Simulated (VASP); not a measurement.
Here is a VASP 6.6.1 calculation.

INCAR

```
PREC     = Accurate       # precision mode
ENCUT    = 520            # plane-wave cutoff, eV
EDIFF    = 1E-6           # SCF threshold, eV
ISMEAR   = -1             # smearing method
SIGMA    = 0.1            # smearing width, eV
LREAL    = F              # projectors in reciprocal space
LASPH    = T              # aspherical terms in the spheres
NELM     = 80             # most SCF steps
ALGO     = Normal         # electronic algorithm
ISIF     = 2              # what is computed and relaxed
LWAVE    = F              # write WAVECAR
LCHARG   = F              # write CHGCAR
GGA      = PE             # functional
NBANDS   = 14             # bands
```

Contents of KPOINTS:

```
regular mesh
0
Gamma
  16 16 16
```

POSCAR

```
Bi
1.0
    3.4035799987      0.0000000000      0.0000000000
    0.0000000000      3.4035799987      0.0000000000
    0.0000000000      0.0000000000      3.4035799987
Bi
1
Direct
    0.0000000000      0.0000000000      0.0000000000
```

Potentials or basis: VASP PAW PBE potentials, release 64 (Bi_d).

The run is started by

```bash
$ cat potpaw_PBE.64/Bi_d/POTCAR > POTCAR
$ mpirun -np 1 vasp_std > vasp.out
```

(1) Estimate the band gap on the k mesh.

(2) Estimate the pressure.

## Answers

(1) zero (an odd number of electrons rules out a gap without spin polarisation).

(2) -4.0 GPa.

Caveat: the cell stands under tension; spin-orbit coupling is left out, which moves the levels of the heavy elements.
